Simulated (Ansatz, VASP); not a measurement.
## NiO in VASP and in Ansatz

```xyz
4
Lattice="0.0000 2.0913 2.0913 2.0913 0.0000 2.0913 4.1826 4.1826 0.0000" Properties=species:S:1:pos:R:3 pbc="T T T"
Ni    0.0000    0.0000    0.0000
Ni    2.0913    2.0913    0.0000
O     2.0913    2.0913    2.0913
O     4.1826    4.1826    2.0913
```

Alike in both runs: task single point; functional PBE; k mesh 8 × 8 × 8; occupations gaussian, width 0.05 eV; collinear spin; Hubbard terms Ni d U = 7.0 eV.

```csv
,VASP,Ansatz
version,VASP 6.6.1,Ansatz 0.2.0
potentials or method,"VASP PAW PBE potentials, release 64 (Ni, O), cutoff 520 eV","scalar-relativistic, plane waves, PAW"
valence electrons in the cell,32,48
```

VASP gave:

- gap on the k mesh at the Fermi level (eV): 3.47
- least direct gap on the mesh (eV): 4.15
- pressure (GPa): -0.6
- net moment per atom (μB): 0.00
- size of the moment on the site where the two differ most (μB): 1.78

Which values does Ansatz return?

gap on the k mesh at the Fermi level (eV): 3.13; least direct gap on the mesh (eV): 3.93; pressure (GPa): 10.8; net moment per atom (μB): 0.00; size of the moment on the site where the two differ most (μB): 1.69.

Site moments also hang on the region over which each program counts them. The programs project onto different local orbitals, so the same U acts differently, and such runs can settle in different states. VASP's potentials hold 32 valence electrons a cell and Ansatz's 48, so a difference there can come from the potentials and not from the codes. Ansatz's warnings: specified occupation not kept, symmetry narrowed by occupation matrices.
